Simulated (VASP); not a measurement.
# Se (Cmce) in VASP: single point with r2SCAN

Aim: the single point of Se with r2SCAN.

All numbers are computed with VASP 6.6.1; they aren't measurements. Logs are shortened: lines on timing, memory, paths and dates and some standing lists are left out, and cuts for length are marked.

## (1) The cell of the first run

The typed cell holds 4 atoms: a = 5.607 Å, b = 5.607 Å, c = 4.910 Å, α = 90.00°, β = 90.00°, γ = 132.95°.

## (2) Single point, r2SCAN

Input file POSCAR:

```
Se
1.0
    2.2383955456     -5.1412501742      0.0000000000
    2.2383955456      5.1412501742      0.0000000000
    0.0000000000      0.0000000000      4.9099584315
Se
4
Direct
    0.1050109324      0.8949890676     -0.0000706533
    0.6050109324      0.3949890676      0.5000706533
    0.8949890676      0.1050109324      1.0000706533
    0.3949890676      0.6050109324      0.4999293467
```

Input file INCAR.step1:

```
SYSTEM = Se
PREC = Accurate ; ENCUT = 520
ISMEAR = 0 ; SIGMA = 0.1
LREAL = .FALSE. ; LASPH = .TRUE.
NELM = 100 ; NBANDS = 20
GGA = PE ; ALGO = Normal
EDIFF = 1E-4 ; LWAVE = .TRUE.
LCHARG = .FALSE.
```

Input file INCAR.step2:

```
SYSTEM = Se
PREC = Accurate ; ENCUT = 520
EDIFF = 1E-6 ; ISMEAR = 0
SIGMA = 0.1 ; LREAL = .FALSE.
LASPH = .TRUE. ; NELM = 100
ALGO = Normal ; ISIF = 2
LWAVE = .FALSE. ; LCHARG = .FALSE.
METAGGA = R2SCAN ; LMIXTAU = .TRUE.
NBANDS = 20 ; ISTART = 1
```

Input file KPOINTS:

```
regular mesh
0
G
  4 4 4
  0 0 0
```

Potentials or basis: VASP PAW PBE potentials, release 64 (Se).

Launch:

```console
$ cat potpaw_PBE.64/Se/POTCAR > POTCAR
$ cp INCAR.step1 INCAR
$ mpirun -np 1 vasp_std > vasp.out
$ cp INCAR.step2 INCAR
$ mpirun -np 1 vasp_std > vasp.out
```

OUTCAR:

```text
SYSTEM = Se
   PREC = Accurate
   ENCUT = 520
   EDIFF = 1E-6
   ISMEAR = 0
   LREAL = .FALSE.
   LASPH = .TRUE.
   NELM = 100
   ISIF = 2
   METAGGA = R2SCAN
   ISTART = 1

 ion  position               nearest neighbor table
   1  0.105  0.895  1.000-   3 2.16
   2  0.605  0.395  0.500-   4 2.16
   3  0.895  0.105  0.000-   1 2.16
   4  0.395  0.605  0.500-   2 2.16

  LATTYP: Found a base centered orthorhombic cell.
 ALAT       =     4.4767910912
 B/A-ratio  =     2.2968461425
 C/A-ratio  =     1.0967584440

  Lattice vectors:

 A1 = (   2.2383955456,  -5.1412501742,   0.0000000000)
 A2 = (   2.2383955456,   5.1412501742,   0.0000000000)
 A3 = (   0.0000000000,   0.0000000000,   4.9099584315)

Analysis of symmetry for initial positions (statically):
=====================================================================
 Subroutine PRICEL returns:
 Original cell was already a primitive cell.

 Routine SETGRP: Setting up the symmetry group for a
 base centered orthorhombic supercell.

 Subroutine GETGRP returns: Found  8 space group operations
 (whereof  4 operations were pure point group operations)
 out of a pool of  8 trial point group operations.

The static configuration has the point symmetry C_2h.
 The point group associated with its full space group is D_2h.

Analysis of symmetry for dynamics (positions and initial velocities):
=====================================================================
 Subroutine PRICEL returns:
 Original cell was already a primitive cell.

 Routine SETGRP: Setting up the symmetry group for a
 base centered orthorhombic supercell.

 Subroutine GETGRP returns: Found  8 space group operations
 (whereof  4 operations were pure point group operations)
 out of a pool of  8 trial point group operations.

The dynamic configuration has the point symmetry C_2h.
 The point group associated with its full space group is D_2h.

 Subroutine INISYM returns: Found  8 space group operations
 (whereof  4 operations are pure point group operations),
 and found     1 'primitive' translations

----------------------------------------------------------------------------------------

                                     Primitive cell

  volume of cell :     113.0091

  direct lattice vectors                    reciprocal lattice vectors
     2.238395546 -5.141250174  0.000000000     0.223374283 -0.097252610  0.000000000
     2.238395546  5.141250174  0.000000000     0.223374283  0.097252610  0.000000000
     0.000000000  0.000000000  4.909958431     0.000000000  0.000000000  0.203667712

  length of vectors
     5.607394045  5.607394045  4.909958431     0.243627052  0.243627052  0.203667712

  position of ions in fractional coordinates (direct lattice)
     0.105010932  0.894989068  0.999929347
     0.605010932  0.394989068  0.500070653
     0.894989068  0.105010932  0.000070653
     0.394989068  0.605010932  0.499929347

  ion indices of the primitive-cell ions
   primitive index   ion index
                 1           1
                 2           2
                 3           3
                 4           4

----------------------------------------------------------------------------------------

 KPOINTS: regular mesh

Automatic generation of k-mesh.
 Grid dimensions read from file:
 generate k-points for:    4    4    4

 Generating k-lattice:

  Cartesian coordinates                     Fractional coordinates (reciprocal lattice)
     0.055843571 -0.024313153  0.000000000     0.250000000  0.000000000  0.000000000
     0.055843571  0.024313153  0.000000000     0.000000000  0.250000000  0.000000000
     0.000000000  0.000000000  0.050916928     0.000000000  0.000000000  0.250000000

  Length of vectors
     0.060906763  0.060906763  0.050916928

  Shift w.r.t. Gamma in fractional coordinates (k-lattice)
     0.000000000  0.000000000  0.000000000

 Subroutine IBZKPT returns following result:
 ===========================================

 Found     21 irreducible k-points:

 Following reciprocal coordinates:
            Coordinates               Weight
  0.000000  0.000000  0.000000      1.000000
  0.250000 -0.000000  0.000000      4.000000
  0.500000 -0.000000  0.000000      2.000000
  0.250000  0.250000  0.000000      2.000000
  0.500000  0.250000  0.000000      4.000000
 -0.250000  0.250000  0.000000      2.000000
[... 13 lines left out ...]
 -0.250000  0.250000  0.500000      2.000000
  0.500000  0.500000  0.500000      1.000000
   k-points           NKPTS =     21   k-points in BZ     NKDIM =     21   number of bands    NBANDS=     20
   number of dos      NEDOS =    301   number of ions     NIONS =      4
   total plane-waves  NPLWV =  70560
   dimension x,y,z NGX =    42 NGY =   42 NGZ =   40
   dimension x,y,z NGXF=    84 NGYF=   84 NGZF=   80
   ions per type =               4
   NGX,Y,Z   is equivalent  to a cutoff of  12.45, 12.45, 13.54 a.u.
   NGXF,Y,Z  is equivalent  to a cutoff of  24.90, 24.90, 27.09 a.u.
 SYSTEM =  Se
   PREC   = accura    normal or accurate (medium, high low for compatibility)
   ISTART =      1    job   : 0-new  1-cont  2-samecut
   ICHARG =      0    charge: 1-file 2-atom 10-const
   ISPIN  =      1    spin polarized calculation?
   LNONCOLLINEAR =      F non collinear calculations
   LSORBIT =      F    spin-orbit coupling
   LASPH  =      T    aspherical Exc in radial PAW
   ENCUT  =  520.0 eV  38.22 Ry    6.18 a.u.  10.43 10.43  9.13*2*pi/ulx,y,z
   NELM   =    100;   NELMIN=  2; NELMDL=  0     # of ELM steps
   EDIFF  = 0.1E-05   stopping-criterion for ELM
   LREAL  =      F    real-space projection
   EDIFFG = 0.1E-04   stopping-criterion for IOM
   NSW    =      0    number of steps for IOM
   IBRION =     -1    ionic relax: 0-MD 1-quasi-New 2-CG
   NFREE  =      0    steps in history (QN), initial steepest desc. (CG)
   ISIF   =      2    stress and relaxation
   ISYM   =      2    0-nonsym 1-usesym 2-fastsym
   POTIM  = 0.5000    time-step for ionic-motion
   TEBEG  =    0.0;   TEEND  =   0.0 temperature during run
   PSTRESS=    0.0 pullay stress
   NELECT =      24.0000    total number of electrons
   NUPDOWN=      -1.0000    fix difference up-down
   EMIN   =  10.00;   EMAX   =-10.00  energy-range for DOS
   EFERMI =   0.00;   METHOD = LEGACY
   ISMEAR =     0;   SIGMA  =   0.10  broadening in eV -4-tet -1-fermi 0-gaus
   EFERMI_NEDOS =   21; number of points for ismear=-14 and -15
   IALGO  =     38    algorithm
   IMIX   =      4    mixing-type and parameters
     AMIX     =   0.40;   BMIX     =  1.00
     AMIX_MAG =   1.60;   BMIX_MAG =  1.00
  volume/ion in A,a.u.               =      28.25       190.66
  Fermi-wavevector in a.u.,A,eV,Ry     =   0.976729  1.845750 12.979954  0.954000
  Thomas-Fermi vector in A             =   2.107371
   LORBIT       =      0    0 simple, 1 ext, 2 COOP (PROOUT), +10 PAW based schemes
   METAGGA = R2SCAN    functional components
   LHFCALC =     F    Hartree Fock is set to
   AEXX    =    0.0000 exact exchange contribution
   IVDW    =     0    specifies the selected vdW correction
   LEPSILON=     F    determine dielectric tensor
   LRPA    =     F    only Hartree local field effects (RPA)
 non-spin polarized calculation
 Gauss-broadening in eV      SIGMA  =   0.10
  energy-cutoff  :      520.00
  volume of cell :      113.01
 maximum number of plane-waves:      3072
 NGX is ok and might be reduce to    42
   NGX = 21   NGY = 21   NGZ = 19

 number of electron      23.9999999 magnetization

 Free energy of the ion-electron system (eV)
  ---------------------------------------------------
  ext. energy  EPLUGINS =         0.00000000
  ---------------------------------------------------
  free energy    TOTEN  =       -56.46809143 eV

  energy without entropy =      -56.45673071  energy(sigma->0) =      -56.46241107

 E-fermi :   1.8040     XC(G=0):  -9.1821

 val. band max:        1.7836983522   @ k =   0.5000  -0.0000   0.0000
 cond. band min:       1.8210571757   @ k =   0.0000   0.0000   0.5000
 fundamental gap:      0.0373588235
 Fermi energy:         1.8039799717

 k-point     1 :       0.0000    0.0000    0.0000
  band No.  band energies     occupation
      1     -14.1803      2.00000
      2     -12.7709      2.00000
      3      -9.5523      2.00000
      4      -8.2955      2.00000
      5      -3.8683      2.00000
      6      -2.8080      2.00000
[... 12 lines left out ...]
     19       8.4934      0.00000
     20      10.1528      0.00000

 k-point     2 :       0.2500   -0.0000    0.0000
  band No.  band energies     occupation
      1     -13.9563      2.00000
      2     -12.9468      2.00000
      3      -9.5020      2.00000
      4      -8.6473      2.00000
      5      -3.3849      2.00000
      6      -2.3727      2.00000
[... 12 lines left out ...]
     19       9.7858      0.00000
     20      10.7995      0.00000

 k-point     3 :       0.5000   -0.0000    0.0000
  band No.  band energies     occupation
      1     -13.4281      2.00000
      2     -13.4281      2.00000
      3      -9.2163      2.00000
      4      -9.2163      2.00000
      5      -2.4229      2.00000
      6      -2.4229      2.00000
[... 12 lines left out ...]
     19      11.4398      0.00000
     20      11.4398      0.00000

 k-point     4 :       0.2500    0.2500    0.0000
  band No.  band energies     occupation
      1     -13.4808      2.00000
      2     -13.3723      2.00000
      3      -9.4391      2.00000
      4      -8.9762      2.00000
      5      -3.0730      2.00000
      6      -1.7214      2.00000
[... 360 lines left out ...]
 k-point    20 :      -0.2500    0.2500    0.5000
  band No.  band energies     occupation
      1     -13.4674      2.00000
      2     -13.4674      2.00000
      3      -9.2678      2.00000
      4      -9.2678      2.00000
      5      -2.4318      2.00000
      6      -2.4318      2.00000
[... 12 lines left out ...]
     19      11.6876      0.00000
     20      11.6877      0.00000

 k-point    21 :       0.5000    0.5000    0.5000
  band No.  band energies     occupation
      1     -13.3954      2.00000
      2     -13.3954      2.00000
      3      -9.5477      2.00000
      4      -9.5477      2.00000
      5      -1.5450      2.00000
      6      -1.5450      2.00000
[... 12 lines left out ...]
     19      10.7022      0.00000
     20      10.7022      0.00000

------------------------ aborting loop because EDIFF is reached ----------------------------------------

  FORCE on cell =-STRESS in cart. coord.  units (eV):
  Direction    XX          YY          ZZ          XY          YZ          ZX
  --------------------------------------------------------------------------------------
  -------------------------------------------------------------------------------------
  Total       -0.0485188     -0.0503197      0.0664089      0.0000000      0.0000000      0.0000000
  in kB       -0.6878720     -0.7134036      0.9415062      0.0000000      0.0000000      0.0000000
  external PRESSURE =      -0.1532565 kB  Pullay stress =       0.0000000 kB

 VOLUME and BASIS-vectors are now :
 -----------------------------------------------------------------------------
  energy-cutoff  :      520.00
  volume of cell :      113.01
      direct lattice vectors                 reciprocal lattice vectors
     2.238395546 -5.141250174  0.000000000     0.223374283 -0.097252610  0.000000000
     2.238395546  5.141250174  0.000000000     0.223374283  0.097252610  0.000000000
     0.000000000  0.000000000  4.909958431     0.000000000  0.000000000  0.203667712

 POSITION                                       TOTAL-FORCE (eV/Angst)
 -----------------------------------------------------------------------------------
      2.23840      4.06148      4.90961         0.000000      0.020384      0.000703
      2.23840     -1.07977      2.45533         0.000000      0.020384     -0.000703
      2.23840     -4.06148      0.00035         0.000000     -0.020384     -0.000703
      2.23840      1.07977      2.45463         0.000000     -0.020384      0.000703
 -----------------------------------------------------------------------------------
    total drift:                               -0.000000      0.000000      0.000000

  FREE ENERGIE OF THE ION-ELECTRON SYSTEM (eV)
  ---------------------------------------------------
  free  energy   TOTEN  =       -56.4680914316 eV

  energy  without entropy=      -56.4567307072  energy(sigma->0) =      -56.46241107
```

It took 4.5 min on 1 thread of Intel Xeon 8259CL, shared host; peak memory 0.28 GiB.

Results:

```yaml
Free_energy: -56.4681 eV
Pressure: 0.0 GPa
Largest_force: 0.020 eV/Å
Band_gap_on_the_k_mesh: zero (bands 12 and 13 overlap by 0.39 eV)
```

Forces on the atoms (eV/Å):
```
Se   0.000  0.020  0.001
Se   0.000  0.020 -0.001
Se   0.000 -0.020 -0.001
Se   0.000 -0.020  0.001
```

Caveat: the k points lie up to 0.38 Å⁻¹ apart; the PAW data sets were made with another functional, which shifts forces and pressure a little.
